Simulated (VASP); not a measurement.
# K16Na (a cell with a defect) in VASP: single point with r2SCAN

Aim: the single point of K16Na (a cell with a defect) with r2SCAN.

Everything below comes from runs of VASP 6.6.1. Logs are shortened: lines on timing, memory, paths and dates and some standing lists are left out, and cuts for length are marked.

## 1. The cell of the first run

The cell holds a defect, 17 atoms: a = 10.460 Å, b = 10.460 Å, c = 10.460 Å, α = 90.00°, β = 90.00°, γ = 90.00°.

## 2. Single point, r2SCAN

The input, POSCAR:

```
K16Na
1.0
   10.4600000000      0.0000000000      0.0000000000
    0.0000000000     10.4600000000      0.0000000000
    0.0000000000      0.0000000000     10.4600000000
K Na
16 1
Direct
   -0.0183700467      0.0107051544      0.0000191000
    0.4792679567     -0.0434988415      0.0000292094
   -0.0185349917      0.4891165483      0.0000201169
    0.0179169251     -0.0015114915      0.5001044973
    0.2685089165      0.2499423618      0.2382089698
    0.4805226337      0.5418118872      0.0000175525
    0.4959609132     -0.0058742026      0.4999643603
    0.7699741897      0.2502132289      0.2901800742
    0.0177954428      0.5015259428      0.5001053721
    0.2314626155      0.7496415054      0.2530163587
    0.2685962913      0.2499400860      0.7618875147
    0.4960022222      0.5059970776      0.4999630613
    0.7543413202      0.7502272629      0.2569653821
    0.7697621313      0.2502201271      0.7101485917
    0.2315183433      0.7496423701      0.7470259406
    0.7543088877      0.7502284407      0.7430559178
    0.6201463491      0.2484064423      0.0003336807
```

The input, INCAR.step1:

```
PREC = Accurate
ENCUT = 520
ISMEAR = -1
SIGMA = 0.15
LREAL = Auto
LASPH = T
NELM = 80
NBANDS = 90
GGA = PE
ALGO = Normal
EDIFF = 1E-4
LWAVE = T
LCHARG = F
```

The input, INCAR.step2:

```
PREC = Accurate
ENCUT = 520
EDIFF = 1E-6
ISMEAR = -1
SIGMA = 0.15
LREAL = Auto
LASPH = T
NELM = 80
ALGO = Normal
ISIF = 2
LWAVE = F
LCHARG = F
METAGGA = R2SCAN
LMIXTAU = T
NBANDS = 90
ISTART = 1
```

The input, KPOINTS:

```
regular mesh
0
Gamma
  1 1 1
```

Potentials or basis: VASP PAW PBE potentials, release 64 (K_sv, Na_pv).

Command:

```console
$ cat potpaw_PBE.64/K_sv/POTCAR potpaw_PBE.64/Na_pv/POTCAR > POTCAR
$ cp INCAR.step1 INCAR
$ mpirun -np 1 vasp_gam > vasp.out
$ cp INCAR.step2 INCAR
$ mpirun -np 1 vasp_gam > vasp.out
```

OUTCAR:

```text
PREC = Accurate
   ENCUT = 520
   EDIFF = 1E-6
   ISMEAR = -1
   LREAL = Auto
   LASPH = T
   NELM = 80
   ISIF = 2
   METAGGA = R2SCAN
   ISTART = 1

 ion  position               nearest neighbor table
   1  0.982  0.011  0.000-
   2  0.479  0.957  0.000-
   3  0.981  0.489  0.000-
   4  0.018  0.998  0.500-
   5  0.269  0.250  0.238-
   6  0.481  0.542  0.000-
[... 9 lines left out ...]
  16  0.754  0.750  0.743-
  17  0.620  0.248  0.000-

  LATTYP: Found a simple cubic cell.
 ALAT       =    10.4600000000

  Lattice vectors:

 A1 = (  10.4600000000,   0.0000000000,   0.0000000000)
 A2 = (   0.0000000000,  10.4600000000,   0.0000000000)
 A3 = (   0.0000000000,   0.0000000000,  10.4600000000)

Analysis of symmetry for initial positions (statically):
=====================================================================
 Subroutine PRICEL returns:
 Original cell was already a primitive cell.

 Routine SETGRP: Setting up the symmetry group for a
 simple cubic supercell.

 Subroutine GETGRP returns: Found  1 space group operations
 (whereof  1 operations were pure point group operations)
 out of a pool of 48 trial point group operations.

The static configuration has the point symmetry C_1 .

Analysis of symmetry for dynamics (positions and initial velocities):
=====================================================================
 Subroutine PRICEL returns:
 Original cell was already a primitive cell.

 Routine SETGRP: Setting up the symmetry group for a
 simple cubic supercell.

 Subroutine GETGRP returns: Found  1 space group operations
 (whereof  1 operations were pure point group operations)
 out of a pool of 48 trial point group operations.

The dynamic configuration has the point symmetry C_1 .

 Subroutine INISYM returns: Found  1 space group operations
 (whereof  1 operations are pure point group operations),
 and found     1 'primitive' translations
[... 93 lines left out ...]
   ISTART =      1    job   : 0-new  1-cont  2-samecut
   ICHARG =      0    charge: 1-file 2-atom 10-const
   ISPIN  =      1    spin polarized calculation?
   LNONCOLLINEAR =      F non collinear calculations
   LSORBIT =      F    spin-orbit coupling
   LASPH  =      T    aspherical Exc in radial PAW
   ENCUT  =  520.0 eV  38.22 Ry    6.18 a.u.  19.45 19.45 19.45*2*pi/ulx,y,z
   NELM   =     80;   NELMIN=  2; NELMDL=  0     # of ELM steps
   EDIFF  = 0.1E-05   stopping-criterion for ELM
   LREAL  =      T    real-space projection
   EDIFFG = 0.1E-04   stopping-criterion for IOM
   NSW    =      0    number of steps for IOM
   IBRION =     -1    ionic relax: 0-MD 1-quasi-New 2-CG
   NFREE  =      0    steps in history (QN), initial steepest desc. (CG)
   ISIF   =      2    stress and relaxation
   ISYM   =      2    0-nonsym 1-usesym 2-fastsym
   POTIM  = 0.5000    time-step for ionic-motion
   TEBEG  =    0.0;   TEEND  =   0.0 temperature during run
   PSTRESS=    0.0 pullay stress
   NELECT =     151.0000    total number of electrons
   NUPDOWN=      -1.0000    fix difference up-down
   EMIN   =  10.00;   EMAX   =-10.00  energy-range for DOS
   EFERMI =   0.00;   METHOD = LEGACY
   ISMEAR =    -1;   SIGMA  =   0.15  broadening in eV -4-tet -1-fermi 0-gaus
   EFERMI_NEDOS =   21; number of points for ismear=-14 and -15
   IALGO  =     38    algorithm
   IMIX   =      4    mixing-type and parameters
     AMIX     =   0.40;   BMIX     =  1.00
     AMIX_MAG =   1.60;   BMIX_MAG =  1.00
  volume/ion in A,a.u.               =      67.32       454.30
  Fermi-wavevector in a.u.,A,eV,Ry     =   0.833429  1.574953  9.450668  0.694604
  Thomas-Fermi vector in A             =   1.946652
   LORBIT       =      0    0 simple, 1 ext, 2 COOP (PROOUT), +10 PAW based schemes
   METAGGA = R2SCAN    functional components
   LHFCALC =     F    Hartree Fock is set to
   AEXX    =    0.0000 exact exchange contribution
   IVDW    =     0    specifies the selected vdW correction
   LEPSILON=     F    determine dielectric tensor
   LRPA    =     F    only Hartree local field effects (RPA)
 non-spin polarized calculation
  energy-cutoff  :      520.00
  volume of cell :     1144.45
 maximum number of plane-waves:     15516
 NGX is ok and might be reduce to    80
   NGX = 39   NGY = 39   NGZ = 39

 number of electron     150.9999993 magnetization

 Free energy of the ion-electron system (eV)
  ---------------------------------------------------
  ext. energy  EPLUGINS =         0.00000000
  ---------------------------------------------------
  free energy    TOTEN  =       -98.22579245 eV

  energy without entropy =      -96.94152172  energy(sigma->0) =      -97.58365709

 E-fermi :   0.3009     XC(G=0):  -6.0806

 val. band max:       -0.6787832456   @ k =   0.0000   0.0000   0.0000
 cond. band min:       0.4180207241   @ k =   0.0000   0.0000   0.0000
 fundamental gap:      1.0968039697
 Fermi energy:         0.3009109154

 k-point     1 :       0.0000    0.0000    0.0000
  band No.  band energies     occupation
      1     -33.5684      2.00000
      2     -33.5671      2.00000
      3     -33.5664      2.00000
      4     -33.5659      2.00000
      5     -33.5547      2.00000
      6     -33.5525      2.00000
[... 79 lines left out ...]
     86       0.7403      0.10148
     87       1.5342      0.00054
 [bands above 87 left out]

------------------------ aborting loop because EDIFF is reached ----------------------------------------

  FORCE on cell =-STRESS in cart. coord.  units (eV):
  Direction    XX          YY          ZZ          XY          YZ          ZX
  --------------------------------------------------------------------------------------
  -------------------------------------------------------------------------------------
  Total        3.2561330      4.3548104      4.1955903      0.0121565     -0.0066797      0.0045810
  in kB        4.5584549      6.0965590      5.8736573      0.0170186     -0.0093513      0.0064133
  external PRESSURE =       5.5095571 kB  Pullay stress =       0.0000000 kB

 VOLUME and BASIS-vectors are now :
 -----------------------------------------------------------------------------
  energy-cutoff  :      520.00
  volume of cell :     1144.45
      direct lattice vectors                 reciprocal lattice vectors
    10.460000000  0.000000000  0.000000000     0.095602294  0.000000000  0.000000000
     0.000000000 10.460000000  0.000000000     0.000000000  0.095602294  0.000000000
     0.000000000  0.000000000 10.460000000     0.000000000  0.000000000  0.095602294

 POSITION                                       TOTAL-FORCE (eV/Angst)
 -----------------------------------------------------------------------------------
     10.26785      0.11198      0.00020        -0.010600      0.005904      0.001122
      5.01314     10.00500      0.00031        -0.022305     -0.062700     -0.001699
     10.26612      5.11616      0.00021        -0.010818     -0.008009      0.000267
      0.18741     10.44419      5.23109         0.017465     -0.003008      0.000312
      2.80860      2.61440      2.49167         0.012902     -0.000022     -0.010092
      5.02627      5.66735      0.00018        -0.013821      0.062631      0.000795
[... 9 lines left out ...]
      7.89007      7.84739      7.77236         0.006591     -0.001654     -0.002662
      6.48673      2.59833      0.00349        -0.006728      0.016656     -0.004335
 -----------------------------------------------------------------------------------
    total drift:                               -0.006545      0.003912     -0.007491

  FREE ENERGIE OF THE ION-ELECTRON SYSTEM (eV)
  ---------------------------------------------------
  free  energy   TOTEN  =       -98.2257924522 eV

  energy  without entropy=      -96.9415217205  energy(sigma->0) =      -97.58365709
```

OSZICAR.step1:

```text
N       E                     dE             d eps       ncg     rms          rms(c)
DAV:   1     0.180179247375E+04    0.18018E+04   -0.68481E+04   188   0.145E+03
DAV:   2     0.162847095807E+03   -0.16389E+04   -0.16034E+04   228   0.404E+02
DAV:   3    -0.627490987466E+01   -0.16912E+03   -0.16681E+03   240   0.124E+02
DAV:   4    -0.159435688557E+02   -0.96687E+01   -0.95485E+01   248   0.320E+01
DAV:   5    -0.169680064982E+02   -0.10244E+01   -0.10184E+01   304   0.618E+00    0.831E+00
DAV:   6    -0.168906335636E+02    0.77373E-01   -0.35093E-01   240   0.150E+00    0.511E+00
DAV:   7    -0.168862254250E+02    0.44081E-02   -0.12390E-01   240   0.873E-01    0.730E-01
DAV:   8    -0.168880702739E+02   -0.18448E-02   -0.36001E-02   240   0.438E-01    0.207E-01
DAV:   9    -0.168883534729E+02   -0.28320E-03   -0.22607E-03   216   0.132E-01    0.108E-01
DAV:  10    -0.168885236100E+02   -0.17014E-03   -0.29567E-04   144   0.701E-02    0.212E-02
DAV:  11    -0.168885309865E+02   -0.73765E-05   -0.94640E-05   120   0.387E-02
   1 F= -.16888531E+02 E0= -.16273560E+02  d E =-.122994E+01
```

Run time: 9.6 min. Hardware: 1 thread of Intel Xeon Platinum 8259CL at 2.50GHz (Skylake/Cascade Lake), shared host; peak memory 1.1 GiB.

What came out:

- Free energy: -98.2258 eV
- Pressure: 0.6 GPa
- Largest force: 0.067 eV/Å
- Band gap on the k mesh: zero (an odd number of electrons rules out a gap without spin polarisation)

Forces in eV/Å, atoms in the order of the input:
```
K   -0.011  0.006  0.001
K   -0.022 -0.063 -0.002
K   -0.011 -0.008  0.000
K    0.017 -0.003  0.000
K    0.013  0.000 -0.010
K   -0.014  0.063  0.001
K   -0.013 -0.008  0.002
K    0.026 -0.002  0.056
K    0.014  0.003  0.001
K   -0.015 -0.003  0.001
K    0.012  0.000  0.012
K   -0.015  0.008  0.002
K    0.008 -0.002  0.004
K    0.028 -0.002 -0.060
K   -0.018 -0.003 -0.002
K    0.007 -0.002 -0.003
Na  -0.007  0.017 -0.004
```

Caveat: the k points lie up to 0.60 Å⁻¹ apart, too coarse for converged energies and pressures of a metal; the PAW data sets were made with another functional, which shifts forces and pressure a little.

The gap in the log of VASP goes by the Fermi energy; the results here count the filled bands.